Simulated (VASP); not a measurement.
Write the native input for VASP 6.6.1 that does the following.

```yaml
Task: electric field gradients
Functional: PBE
Potentials_or_basis: VASP PAW PBE potentials, release 64 (Ge_d, N)
Cutoff: 520 eV
k_mesh: 4 × 4 × 9
Occupations: fermi-dirac, width 0.02 eV
Spin: no spin polarisation
Dipole_correction: no
Further_INCAR_settings: ALGO = Normal; EDIFF = 1e-08; NBANDS = 75
```

The structure of Ge3N4 lies in POSCAR:

```
Ge3N4
1.0
    8.0509314886      0.0000000000      0.0000000000
   -4.0254657443      6.9723111933      0.0000000000
    0.0000000000      0.0000000000      3.0835213900
Ge N
6 8
Direct
    0.8291483000      0.2354845000      0.7500000000
    0.5936638000      0.8291483000      0.2500000000
    0.2354845000      0.4063362000      0.2500000000
    0.7645155000      0.5936638000      0.7500000000
    0.4063362000      0.1708517000      0.7500000000
    0.1708517000      0.7645155000      0.2500000000
    0.6666666667      0.3333333333      0.7500000000
    0.3333333333      0.6666666667      0.2500000000
    0.6696316000      0.9727169800      0.7500000000
    0.6969146200      0.6696316000      0.2500000000
    0.9727169800      0.3030853800      0.2500000000
    0.0272830200      0.6969146200      0.7500000000
    0.3303684000      0.0272830200      0.2500000000
    0.3030853800      0.3303684000      0.7500000000
```

The input as run:

INCAR

```
SYSTEM = Ge3N4
PREC = Accurate ; ENCUT = 520
EDIFF = 1E-8 ; ISMEAR = -1
SIGMA = 0.02 ; LREAL = .False.
LASPH = .True. ; NELM = 120
ALGO = Normal ; ISIF = 2
LWAVE = .False. ; LCHARG = .False.
GGA = PE ; LEFG = .True.
NBANDS = 75 ; GGA_COMPAT = .False.
```

KPOINTS

```
regular mesh
0
Gamma
  4 4 9
  0 0 0
```

Potentials or basis: VASP PAW PBE potentials, release 64 (Ge_d, N).

Launch:

```bash
$ cat potpaw_PBE.64/Ge_d/POTCAR potpaw_PBE.64/N/POTCAR > POTCAR
$ mpirun -np 1 vasp_std > vasp.out
```

It gave:

```
Pressure                                : 5.1 GPa
Largest force                           : 0.053 eV/Å
Band gap on the k mesh                  : 2.17 eV
Largest electric field gradient by atom : Ge +24.2, +24.3 (each value once); N -79.1, -80.0 (each value once) V/Å²
```

Caveat: the cell stands under pressure; without QUAD_EFG the Cq values of the log hold for a quadrupole moment of 1 mb, not for the nuclei.

It took 11 min on 1 thread of AMD EPYC 7R13, with other jobs on the host, peak memory 0.34 GiB.
